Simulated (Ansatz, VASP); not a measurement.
**Os: VASP beside Ansatz**

```
Os
1.0
     2.71628    0.00000    0.00000
    -1.35814    2.35237    0.00000
     0.00000    0.00000    4.28829
Os
2
Direct
  0.33333 0.66667 0.25000
  0.66667 0.33333 0.75000
```

Alike in both runs: functional LDA; k mesh 24 × 24 × 14; occupations gaussian, width 0.1 eV; no spin polarisation.

Ansatz relaxed the structure, and its values are those at the end. VASP's run is a single point on that final structure, the one shown.

```csv
,VASP,Ansatz
version,VASP 6.6.1,Ansatz 0.2.0
potentials or method,"VASP PAW LDA potentials, release 64 (Os), cutoff 520 eV","scalar-relativistic, plane waves, PAW"
valence electrons in the cell,16,32
```

VASP gave:

| Item | Value |
| --- | --- |
| gap on the k mesh at the Fermi level (eV) | none |
| pressure (GPa) | 0.9 |

Task: Estimate Ansatz's values.

Result: gap on the k mesh at the Fermi level (eV): none; pressure (GPa): 0.0.

Ansatz warns that its potentials were made for another functional, while VASP's fit it. LDA's correlation is that of Perdew and Zunger in VASP and of Perdew and Wang (1992) in Ansatz. A gap of «none» marks a metal or a gap that the smearing closes. VASP's potentials hold 16 valence electrons a cell and Ansatz's 32, so a difference there can come from the potentials and not from the codes.

Neither program's run includes spin-orbit coupling.
